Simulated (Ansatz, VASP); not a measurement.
## Two plane-wave programs on Sb

File INCAR:

```
ALGO = Normal
EDIFF = 1E-7
ENCUT = 520
GGA = PS
ISIF = 2
ISMEAR = 0
LASPH = True
LCHARG = False
LREAL = False
LWAVE = False
NBANDS = 8
NELM = 100
PREC = Accurate
SIGMA = 0.15
```

Contents of KPOINTS:

```
k-points
0
Gamma
  16 16 16
```

Contents of POSCAR:

```
Sb
1.0
    3.1126000000      0.0000000000      0.0000000000
    0.0000000000      3.1600000000      0.0000000000
    0.0000000000      0.0000000000      3.1600000000
Sb
1
Direct
    0.0000000000      0.0000000000      0.0000000000
```

Input for Ansatz:

```yaml
crystal:
  lattice:
    - [3.1126, 0.0, 0.0]
    - [0.0, 3.16, 0.0]
    - [0.0, 0.0, 3.16]
  atoms:
    - { symbol: Sb, position: [0.0, 0.0, 0.0] }
basis:
  ecutwfc: 420
kpoints:
  mp_grid: { grid: [16, 16, 16] }
hamiltonian:
  xc: pbesol
scf:
  occupations: { method: gaussian, width: 0.15 }
output:
  forces: true
  stress: true
  eigenvalues: true
```

Change from the starting cell: strain -0.0150 x Voigt [1, 0, 0, 0, 0, 0], atoms carried along.

Alike in both runs: task single point; functional PBEsol; k mesh 16 × 16 × 16; occupations gaussian, width 0.15 eV; no spin polarisation.

|  | VASP | Ansatz |
| --- | --- | --- |
| version | VASP 6.6.1 | Ansatz 0.2.0 |
| potentials or method | VASP PAW PBE potentials, release 64 (Sb), cutoff 520 eV | scalar-relativistic, plane waves, PAW |
| valence electrons in the cell | 5 | 15 |

Ansatz gave:

- gap on the k mesh at the Fermi level (eV): none
- pressure (GPa): -4.3
- traceless stress, the component that is largest in VASP (GPa): 0.87

Task: Estimate VASP's values.

Result: gap on the k mesh at the Fermi level (eV): none; pressure (GPa): -4.2; traceless stress, the component that is largest in VASP (GPa): 0.88.

VASP's potentials were made for PBE, not for PBEsol. A gap of «none» marks a metal or a gap that the smearing closes. VASP's potentials hold 5 valence electrons a cell and Ansatz's 15, so a difference there can come from the potentials and not from the codes.

Neither program's run includes spin-orbit coupling.
